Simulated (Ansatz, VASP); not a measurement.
ZnH5 in VASP and in Ansatz

INCAR

```
SYSTEM = ZnH5
PREC = Accurate
ENCUT = 520
EDIFF = 1E-6
ISMEAR = 0
SIGMA = 0.1
LREAL = .False.
LASPH = .True.
NELM = 60
ALGO = Normal
ISIF = 2
LWAVE = .False.
LCHARG = .True.
GGA = PE
LELF = .True.
LVHAR = .True.
NBANDS = 18
```

Contents of KPOINTS:

```
Automatic mesh
0
Gamma
  6 6 4
  0 0 0
```

The input POSCAR:

```
ZnH5
1.0
    3.2225142300      0.0000000000      0.0000000000
   -1.6112571200      2.7907791900      0.0000000000
    0.0000000000      0.0000000000      4.8338253000
Zn H
1 5
Direct
    0.0000000000      0.0000000000      0.0000000000
    0.0000000000      0.0000000000      0.6350366500
    0.0000000000      0.0000000000      0.3649633500
    0.2375938000      0.7624062000      0.0000000000
    0.2375938000      0.4751876000      0.0000000000
    0.5248124000      0.7624062000      0.0000000000
```

Input for Ansatz:

```yaml
crystal:
  lattice:
    - [3.22251423, 0.0, 0.0]
    - [-1.61125712, 2.79077919, 0.0]
    - [0.0, 0.0, 4.8338253]
  atoms:
    - { symbol: Zn, position: [0.0, 0.0, 0.0] }
    - { symbol: H, position: [0.0, 0.0, 0.63503665] }
    - { symbol: H, position: [0.0, 0.0, 0.36496335] }
    - { symbol: H, position: [0.2375938, 0.7624062, 0.0] }
    - { symbol: H, position: [0.2375938, 0.4751876, 0.0] }
    - { symbol: H, position: [0.5248124, 0.7624062, 0.0] }
basis:
  ecutwfc: 420
kpoints:
  mp_grid: { grid: [6, 6, 4] }
hamiltonian:
  xc: pbe
scf:
  occupations: { method: gaussian, width: 0.1 }
  lower_state_search: "off"
output:
  forces: true
  stress: true
  eigenvalues: true
```

Alike in both runs: task single point; functional PBE; k mesh 6 × 6 × 4; occupations gaussian, width 0.1 eV; no spin polarisation.

|  | VASP | Ansatz |
| --- | --- | --- |
| version | VASP 6.6.1 | Ansatz 0.2.0 |
| potentials or method | VASP PAW PBE potentials, release 64 (Zn, H), cutoff 520 eV | scalar-relativistic, plane waves, PAW |
| valence electrons in the cell | 17 | 17 |

```csv
,VASP,Ansatz,Ansatz less VASP
gap on the k mesh at the Fermi level (eV),none,none,-
rms of the force components (eV/Å),0.762,0.742,-0.0202
```

Atom by atom the forces differ by 0.022 eV/Å (rms over components). A gap of «none» marks a metal or a gap that the smearing closes. The functional is the same, so the differences come from potentials, cutoffs and numerics.

The k mesh is coarse, so the values compare programs but aren't converged.
